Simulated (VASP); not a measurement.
# BN in VASP: a series of runs, part 2 of 2

VASP 6.6.1.

## Step 4: Electric field gradients, PBEsol (volume scaled by 1.06)

File INCAR:

```
  ALGO = Normal
  EDIFF = 1E-8
  ENCUT = 520
  GGA = PS
  ISIF = 2
  ISMEAR = -1
  LASPH = T
  LCHARG = F
  LEFG = T
  LREAL = F
  LWAVE = F
  NBANDS = 11
  NELM = 100
  PREC = Accurate
  SIGMA = 0.03
```

File KPOINTS:

```
k-points
0
Gamma
  13 13 13
```

File POSCAR:

```
BN
1.0
    0.0000000000      1.8429501765      1.8429501765
    1.8429501765      0.0000000000      1.8429501765
    1.8429501765      1.8429501765      0.0000000000
B N
1 1
Direct
    0.0000000000      0.0000000000      0.0000000000
    0.7500000000      0.7500000000      0.7500000000
```

Potentials or basis: VASP PAW PBE potentials, release 64 (B, N).

Run with:

```
cat potpaw_PBE.64/B/POTCAR potpaw_PBE.64/N/POTCAR > POTCAR
mpirun -np 1 vasp_std > vasp.out
```

OUTCAR:

```text
EDIFF = 1E-8
   ENCUT = 520
   GGA = PS
   ISIF = 2
   ISMEAR = -1
   LASPH = T
   LREAL = F
   NELM = 100
   PREC = Accurate

 ion  position               nearest neighbor table
   1  0.000  0.000  0.000-   2 1.60   2 1.60   2 1.60   2 1.60
   2  0.750  0.750  0.750-   1 1.60   1 1.60   1 1.60   1 1.60

  LATTYP: Found a face centered cubic cell.
 ALAT       =     3.6859003530

  Lattice vectors:

 A1 = (   0.0000000000,   1.8429501765,   1.8429501765)
 A2 = (   1.8429501765,   0.0000000000,   1.8429501765)
 A3 = (   1.8429501765,   1.8429501765,   0.0000000000)

Analysis of symmetry for initial positions (statically):
=====================================================================
 Subroutine PRICEL returns:
 Original cell was already a primitive cell.

 Routine SETGRP: Setting up the symmetry group for a
 face centered cubic supercell.

 Subroutine GETGRP returns: Found 24 space group operations
 (whereof 24 operations were pure point group operations)
 out of a pool of 48 trial point group operations.

The static configuration has the point symmetry T_d .

Analysis of symmetry for dynamics (positions and initial velocities):
=====================================================================
 Subroutine PRICEL returns:
 Original cell was already a primitive cell.

 Routine SETGRP: Setting up the symmetry group for a
 face centered cubic supercell.

 Subroutine GETGRP returns: Found 24 space group operations
 (whereof 24 operations were pure point group operations)
 out of a pool of 48 trial point group operations.

The dynamic configuration has the point symmetry T_d .

 Subroutine INISYM returns: Found 24 space group operations
 (whereof 24 operations are pure point group operations),
 and found     1 'primitive' translations

----------------------------------------------------------------------------------------

                                     Primitive cell

  volume of cell :      12.5190

  direct lattice vectors                    reciprocal lattice vectors
     0.000000000  1.842950177  1.842950177    -0.271304133  0.271304133  0.271304133
     1.842950177  0.000000000  1.842950177     0.271304133 -0.271304133  0.271304133
     1.842950177  1.842950177  0.000000000     0.271304133  0.271304133 -0.271304133

  length of vectors
     2.606325134  2.606325134  2.606325134     0.469912543  0.469912543  0.469912543

  position of ions in fractional coordinates (direct lattice)
     0.000000000  0.000000000  0.000000000
     0.750000000  0.750000000  0.750000000

  ion indices of the primitive-cell ions
   primitive index   ion index
                 1           1
                 2           2

----------------------------------------------------------------------------------------

 KPOINTS: k-points

Automatic generation of k-mesh.
[... 79 lines left out ...]
   EMIN   =  10.00;   EMAX   =-10.00  energy-range for DOS
   EFERMI =   0.00;   METHOD = LEGACY
   ISMEAR =    -1;   SIGMA  =   0.03  broadening in eV -4-tet -1-fermi 0-gaus
   EFERMI_NEDOS =   21; number of points for ismear=-14 and -15
   IALGO  =     38    algorithm
   IMIX   =      4    mixing-type and parameters
     AMIX     =   0.40;   BMIX     =  1.00
     AMIX_MAG =   1.60;   BMIX_MAG =  1.00
  volume/ion in A,a.u.               =       6.26        42.24
  Fermi-wavevector in a.u.,A,eV,Ry     =   1.410093  2.664690 27.053329  1.988364
  Thomas-Fermi vector in A             =   2.532082
   LORBIT       =      0    0 simple, 1 ext, 2 COOP (PROOUT), +10 PAW based schemes
   GGA     = PS    functional components
   LHFCALC =     F    Hartree Fock is set to
   AEXX    =    0.0000 exact exchange contribution
   IVDW    =     0    specifies the selected vdW correction
   LEPSILON=     F    determine dielectric tensor
   LRPA    =     F    only Hartree local field effects (RPA)
 non-spin polarized calculation
  energy-cutoff  :      520.00
  volume of cell :       12.52
 maximum number of plane-waves:       343
   NGX =  9   NGY =  9   NGZ =  9

 number of electron       8.0000002 magnetization

 Free energy of the ion-electron system (eV)
  ---------------------------------------------------
  ext. energy  EPLUGINS =         0.00000000
  ---------------------------------------------------
  free energy    TOTEN  =       -18.29146653 eV

  energy without entropy =      -18.29146653  energy(sigma->0) =      -18.29146653

 E-fermi :   7.1825     XC(G=0): -12.7339

 val. band max:        6.6617832379   @ k =   0.0000   0.0000   0.0000
 cond. band min:      10.9470270316   @ k =   0.4615   0.4615   0.0000
 fundamental gap:      4.2852437936
 Fermi energy:         7.1825136408

 k-point     1 :       0.0000    0.0000    0.0000
  band No.  band energies     occupation
      1     -12.9418      2.00000
      2       6.6618      2.00000
      3       6.6618      2.00000
      4       6.6618      2.00000
      5      15.1511      0.00000
      6      15.1511      0.00000
      7      15.1511      0.00000
      8      16.0061      0.00000
      9      30.0985      0.00000
     10      33.6472      0.00000
     11      33.6472      0.00000
[... 309 lines left out ...]
 k-point    24 :       0.4615    0.1538    0.0000
  band No.  band energies     occupation
      1      -9.1601      2.00000
      2      -2.2469      2.00000
      3       3.5248      2.00000
      4       3.9778      2.00000
      5      15.1356      0.00000
      6      18.0455      0.00000
      7      18.6630      0.00000
      8      20.5873      0.00000
      9      26.6213      0.00000
     10      31.6908      0.00000
     11      33.6677      0.00000

 [... further k-points ...]

------------------------ aborting loop because EDIFF is reached ----------------------------------------

  FORCE on cell =-STRESS in cart. coord.  units (eV):
  Direction    XX          YY          ZZ          XY          YZ          ZX
  --------------------------------------------------------------------------------------
  -------------------------------------------------------------------------------------
  Total       -1.7316932     -1.7316932     -1.7316932     -0.0000000      0.0000000      0.0000000
  in kB     -221.6209224   -221.6209224   -221.6209224     -0.0000000      0.0000000      0.0000000
  external PRESSURE =    -221.6209224 kB  Pullay stress =       0.0000000 kB

 VOLUME and BASIS-vectors are now :
 -----------------------------------------------------------------------------
  energy-cutoff  :      520.00
  volume of cell :       12.52
      direct lattice vectors                 reciprocal lattice vectors
     0.000000000  1.842950177  1.842950177    -0.271304133  0.271304133  0.271304133
     1.842950177  0.000000000  1.842950177     0.271304133 -0.271304133  0.271304133
     1.842950177  1.842950177  0.000000000     0.271304133  0.271304133 -0.271304133

 POSITION                                       TOTAL-FORCE (eV/Angst)
 -----------------------------------------------------------------------------------
      0.00000      0.00000      0.00000        -0.000000     -0.000000     -0.000000
      2.76443      2.76443      2.76443         0.000000      0.000000      0.000000
 -----------------------------------------------------------------------------------
    total drift:                                0.000000      0.000000     -0.000000

  FREE ENERGIE OF THE ION-ELECTRON SYSTEM (eV)
  ---------------------------------------------------
  free  energy   TOTEN  =       -18.2914665255 eV

  energy  without entropy=      -18.2914665255  energy(sigma->0) =      -18.29146653

 Electric field gradients (V/A^2)
---------------------------------------------------------------------
 ion       V_xx      V_yy      V_zz      V_xy      V_xz      V_yz
---------------------------------------------------------------------
   1      -0.000    -0.000     0.000     0.000     0.000     0.000
   2       0.000    -0.000    -0.000     0.000     0.000     0.000
---------------------------------------------------------------------

 Electric field gradients after diagonalization (V/A^2)
 (convention: |V_zz| > |V_xx| > |V_yy|)
----------------------------------------------------------------------
 ion       V_xx      V_yy      V_zz     asymmetry (V_yy - V_xx)/ V_zz
----------------------------------------------------------------------
   1      -0.000    -0.000     0.000       0.000
   2      -0.000    -0.000     0.001       0.000
----------------------------------------------------------------------

           NMR quadrupolar parameters

 Cq : quadrupolar parameter    Cq=e*Q*V_zz/h
 eta: asymmetry parameters     (V_yy - V_xx)/ V_zz
 Q  : nuclear electric quadrupole moment in mb (millibarn)
----------------------------------------------------------------------
 ion       Cq(MHz)       eta       Q (mb)
----------------------------------------------------------------------
   1       0.000       0.000       1.000
   2       0.000       0.000       1.000
----------------------------------------------------------------------
```

OSZICAR:

```text
N       E                     dE             d eps       ncg     rms          rms(c)
DAV:   1     0.101111106292E+02    0.10111E+02   -0.48547E+03  1936   0.716E+02
DAV:   2    -0.185729764346E+02   -0.28684E+02   -0.27835E+02  2237   0.162E+02
DAV:   3    -0.191495007798E+02   -0.57652E+00   -0.57543E+00  2192   0.196E+01
DAV:   4    -0.191502005223E+02   -0.69974E-03   -0.69973E-03  1986   0.770E-01
DAV:   5    -0.191502011609E+02   -0.63853E-06   -0.63854E-06  2106   0.232E-02    0.623E+00
DAV:   6    -0.183765002330E+02    0.77370E+00   -0.27437E+00  1944   0.918E+00    0.306E+00
DAV:   7    -0.183103742981E+02    0.66126E-01   -0.76994E-02  2067   0.229E+00    0.180E+00
DAV:   8    -0.182914691441E+02    0.18905E-01   -0.29492E-02  2052   0.117E+00    0.150E-01
DAV:   9    -0.182914402050E+02    0.28939E-04   -0.94662E-04  2004   0.240E-01    0.729E-02
DAV:  10    -0.182914644139E+02   -0.24209E-04   -0.66483E-05  2033   0.719E-02    0.124E-02
DAV:  11    -0.182914664726E+02   -0.20587E-05   -0.47629E-06  2069   0.166E-02    0.832E-03
DAV:  12    -0.182914665278E+02   -0.55245E-07   -0.11212E-06  2076   0.694E-03    0.400E-04
DAV:  13    -0.182914665130E+02    0.14825E-07   -0.12940E-08  1432   0.114E-03    0.227E-04
DAV:  14    -0.182914665249E+02   -0.11915E-07   -0.16980E-09   969   0.308E-04    0.420E-05
DAV:  15    -0.182914665255E+02   -0.61328E-09   -0.75499E-11   948   0.106E-04
   1 F= -.18291467E+02 E0= -.18291467E+02  d E =-.476617E-10
```

It took 9.5 s on 1 thread of Intel Xeon 6975P-C (Granite Rapids), shared host; peak memory 0.12 GiB.

What came out:

| Quantity | Value |
| --- | --- |
| Free energy | -18.2915 eV |
| Pressure | -22.2 GPa |
| Band gap on the k mesh | 4.29 eV, indirect (least direct gap 8.49 eV) |

Caveat: without QUAD_EFG the Cq values of the log hold for a quadrupole moment of 1 mb, not for the nuclei; the PAW data sets were made with another functional, which shifts forces and pressure a little. A k mesh can miss the band edges.

## Step 5: Electric field gradients, PBEsol (equal xy, yz and zx shear strains of +3 %)

File INCAR:

```
SYSTEM = BN
PREC = Accurate
ENCUT = 520
EDIFF = 1E-8
ISMEAR = -1
SIGMA = 0.03
LREAL = .FALSE.
LASPH = .TRUE.
NELM = 60
ALGO = Normal
ISIF = 2
LWAVE = .FALSE.
LCHARG = .FALSE.
GGA = PS
LEFG = .TRUE.
NBANDS = 11
```

File KPOINTS:

```
Automatic mesh
0
G
  13 13 13
  0 0 0
```

File POSCAR:

```
BN
1.0
    0.0542250000      1.8346125000      1.8346125000
    1.8346125000      0.0542250000      1.8346125000
    1.8346125000      1.8346125000      0.0542250000
B N
1 1
Direct
    0.0000000000      0.0000000000      0.0000000000
    0.7500000000      0.7500000000      0.7500000000
```

Potentials or basis: VASP PAW PBE potentials, release 64 (B, N).

Run with:

```
cat potpaw_PBE.64/B/POTCAR potpaw_PBE.64/N/POTCAR > POTCAR
mpirun -np 1 vasp_std > vasp.out
```

OUTCAR:

```text
SYSTEM = BN
   PREC = Accurate
   ENCUT = 520
   EDIFF = 1E-8
   ISMEAR = -1
   LREAL = .FALSE.
   LASPH = .TRUE.
   NELM = 60
   ISIF = 2
   GGA = PS

 ion  position               nearest neighbor table
   1  0.000  0.000  0.000-   2 1.55   2 1.55   2 1.55   2 1.61
   2  0.750  0.750  0.750-   1 1.55   1 1.55   1 1.55   1 1.61

  LATTYP: Found a trigonal (rhomboedric) cell.
 ALAT       =     2.5951004607
 COS(alpha) =     0.5293254421

  Lattice vectors:

[... 547 lines left out ...]

  FREE ENERGIE OF THE ION-ELECTRON SYSTEM (eV)
  ---------------------------------------------------
  free  energy   TOTEN  =       -18.3027698516 eV

  energy  without entropy=      -18.3027698516  energy(sigma->0) =      -18.30276985

 Electric field gradients (V/A^2)
---------------------------------------------------------------------
 ion       V_xx      V_yy      V_zz      V_xy      V_xz      V_yz
---------------------------------------------------------------------
   1      -0.000     0.000    -0.000     1.825     1.825     1.825
   2       0.000    -0.000     0.000     4.887     4.887     4.887
---------------------------------------------------------------------

 Electric field gradients after diagonalization (V/A^2)
 (convention: |V_zz| > |V_xx| > |V_yy|)
----------------------------------------------------------------------
 ion       V_xx      V_yy      V_zz     asymmetry (V_yy - V_xx)/ V_zz
----------------------------------------------------------------------
   1      -1.825    -1.825     3.650       0.000
   2      -4.887    -4.887     9.774       0.000
----------------------------------------------------------------------

           NMR quadrupolar parameters

 Cq : quadrupolar parameter    Cq=e*Q*V_zz/h
 eta: asymmetry parameters     (V_yy - V_xx)/ V_zz
 Q  : nuclear electric quadrupole moment in mb (millibarn)
----------------------------------------------------------------------
 ion       Cq(MHz)       eta       Q (mb)
----------------------------------------------------------------------
   1       0.009       0.000       1.000
   2       0.024       0.000       1.000
----------------------------------------------------------------------
```

stdout:

```text
POSCAR found type information on POSCAR B N
 POSCAR found :  2 types and       2 ions
 scaLAPACK will be used
 -----------------------------------------------------------------------------
|                                                                             |
|                                                                             |
|     You enforced a specific xc type in the INCAR file but a different       |
|     I HOPE YOU KNOW WHAT YOU ARE DOING!                                     |
|                                                                             |
 -----------------------------------------------------------------------------

 LDA part: xc-table for (Slater+PW92), standard interpolation
 POSCAR, INCAR and KPOINTS ok, starting setup
 FFT: planning ... GRIDC
 FFT: planning ... GRID_SOFT
 FFT: planning ... GRID
 WAVECAR not read
 entering main loop
ion   1

ion   2
```

It took 23 s on 1 thread of AMD EPYC 7R13 (Zen 3), shared host; peak memory 0.11 GiB.

Results:

| Item | Value |
| --- | --- |
| Free energy | -18.3028 eV |
| Pressure | -1.1 GPa |
| Largest force | 0.022 eV/Å |
| Band gap on the k mesh | 4.23 eV, indirect (least direct gap 7.52 eV) |

Forces in eV/Å, atoms in the order of the input:
```
B   -0.013 -0.013 -0.013
N    0.013  0.013  0.013
```

Stress tensor (GPa, compression positive):
```
 -1.15 -13.23 -13.23
-13.23  -1.15 -13.23
-13.23 -13.23  -1.15
```

Electric field gradients, principal values (V/Å²):
```csv
atom,least,middle,greatest (by size)
1 B,-1.825,-1.825,3.650
2 N,-4.887,-4.887,9.774
```

Caveat: the cell differs from its parent crystal (equal xy, yz and zx shear strains of +3 %); without QUAD_EFG the Cq values of the log hold for a quadrupole moment of 1 mb, not for the nuclei; the PAW data sets were made with another functional, which shifts forces and pressure a little. A k mesh can miss the band edges.

## Step 6: The runs side by side

```csv
cell,gap on the mesh (eV),pressure (GPa)
"a = 2.590 Å, angles 60.0°, 2 atoms",4.31,-16.2
"a = 2.573 Å, angles 60.0°, 2 atoms",4.33,-9.6
"a = 2.606 Å, angles 60.0°, 2 atoms",4.29,-22.2
"a = 2.595 Å, angles 58.0°, 2 atoms",4.23,-1.1
```

Alike in all rows: task electric field gradients; level PBEsol; potentials or basis VASP PAW PBE potentials, release 64 (B, N); no spin polarisation; k mesh 13 × 13 × 13; cutoff (eV) 520; smearing fermi-dirac 0.03 eV.

Caveats: the PAW data sets were made with another functional, which shifts forces and pressure a little.

Total energies depend on the potentials used, so only differences within one code and one set of settings carry meaning.
